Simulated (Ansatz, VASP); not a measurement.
Two plane-wave programs on Rh

File INCAR:

```
ALGO     = Fast           # electronic algorithm
EDIFF    = 1E-7           # SCF threshold, eV
ENCUT    = 520            # plane-wave cutoff, eV
GGA      = PS             # functional
ISIF     = 2              # what is computed and relaxed
ISMEAR   = 0              # smearing method
LASPH    = True           # aspherical terms in the spheres
LCHARG   = False          # write CHGCAR
LREAL    = False          # projectors in reciprocal space
LWAVE    = False          # write WAVECAR
NBANDS   = 38             # bands
NELM     = 80             # most SCF steps
PREC     = Accurate       # precision mode
SIGMA    = 0.15           # smearing width, eV
```

The input KPOINTS:

```
k-points
0
Gamma
  18 18 6
```

File POSCAR:

```
Rh
1.0
    2.8227209598      0.0000000000      0.0000000000
   -1.4113604799      2.4445480590      0.0000000000
    0.0000000000      0.0000000000      7.7674847597
Rh
4
Direct
    0.0000000000      0.0000000000      0.0000000000
    0.3333333333      0.6666666667      0.2500000000
    0.0000000000      0.0000000000      0.5000000000
    0.6666666667      0.3333333333      0.7500000000
```

Input for Ansatz:

```yaml
crystal:
  lattice:
    - [2.8227209598, 0.0, 0.0]
    - [-1.4113604799, 2.444548059, 0.0]
    - [0.0, 0.0, 7.7674847597]
  atoms:
    - { symbol: Rh, position: [0.0, 0.0, 0.0] }
    - { symbol: Rh, position: [0.3333333333, 0.6666666667, 0.25] }
    - { symbol: Rh, position: [0.0, 0.0, 0.5] }
    - { symbol: Rh, position: [0.6666666667, 0.3333333333, 0.75] }
basis:
  ecutwfc: 420
kpoints:
  mp_grid: { grid: [18, 18, 6] }
hamiltonian:
  xc: pbesol
  pseudopotentials: { kind: paw, azcp: { folder: soft_1 } }
scf:
  occupations: { method: gaussian, width: 0.15 }
output:
  forces: true
  stress: true
  eigenvalues: true
```

Change from the starting cell: strain +e along x and -e along y +0.0000, strain +e along z and -e/2 along x and y -0.1100.

Alike in both runs: task single point; functional PBEsol; k mesh 18 × 18 × 6; occupations gaussian, width 0.15 eV; no spin polarisation.

```csv
,VASP,Ansatz
version,VASP 6.6.1,Ansatz 0.2.0
potentials or method,"VASP PAW PBE potentials, release 64 (Rh_pv), cutoff 520 eV","scalar-relativistic, plane waves, PAW"
valence electrons in the cell,60,68
```

```tsv
	VASP	Ansatz	Ansatz less VASP
gap on the k mesh at the Fermi level (eV)	none	none	-
pressure (GPa)	12.7	12.7	+0.09
traceless stress, the component that is largest in VASP (GPa)	33.74	33.79	+0.047
```

VASP's potentials were made for PBE, not for PBEsol, and Ansatz warns of the same on its side. A gap of «none» marks a metal or a gap that the smearing closes. VASP's potentials hold 60 valence electrons a cell and Ansatz's 68, so a difference there can come from the potentials and not from the codes.
